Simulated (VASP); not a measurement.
The system is W2C.

```
CELL_PARAMETERS angstrom
3.07005 0.00000 0.00000
-1.53502 2.65874 0.00000
0.00000 0.00000 4.67843
ATOMIC_POSITIONS crystal
W 0.33333 0.66667 0.74633
W 0.66667 0.33333 0.25367
C 0.00000 0.00000 0.00000
```

* Program: VASP 6.6.1
* Task: relaxation of cell and atoms
* Functional: PBEsol
* Potentials or basis: VASP PAW PBE potentials, release 64 (W_sv, C)
* Cutoff: 600 eV
* k mesh: 10 × 10 × 6
* Occupations: fermi-dirac, width 0.1 eV
* Spin: no spin polarisation

At the start: pressure -9.2 GPa; volume 12.73 Å³/atom.

Problem. How do energy, volume and symmetry change on relaxing?

Solution. Over 9 steps the energy falls by 10.5 meV/atom and the volume is 12.38 Å³/atom (-2.8 %); space group P-3m1 (No. 164, to 0.05 Å).

The path:
| step | energy change (eV) | largest force (eV/Å) | pressure (GPa) | volume (Å³) |
| --- | --- | --- | --- | --- |
| 1 | 0.0000 | 0.1314 | -9.16 | 38.19 |
| 2 | 0.2659 | 1.2636 | 34.73 | 34.31 |
| 3 | -0.0297 | 0.1508 | -0.38 | 37.22 |
| 4 | -0.0297 | 0.1603 | -0.09 | 37.19 |
| 5 | -0.0297 | 0.1668 | 0.10 | 37.17 |
| 6 | -0.0313 | 0.0011 | 0.20 | 37.09 |
| 7 | -0.0314 | 0.0240 | 0.21 | 37.08 |
| 8 | -0.0315 | 0.0142 | -0.48 | 37.16 |
| 9 | -0.0315 | 0.0175 | -0.23 | 37.13 |

Final structure:
```
CELL_PARAMETERS angstrom
3.03419 0.00000 0.00000
-1.51710 2.62769 0.00000
0.00000 0.00000 4.65705
ATOMIC_POSITIONS crystal
W 0.33333 0.66667 0.74505
W 0.66667 0.33333 0.25495
C 0.00000 0.00000 0.00000
```

Caveat: the PAW data sets were made with another functional, which shifts forces and pressure a little.
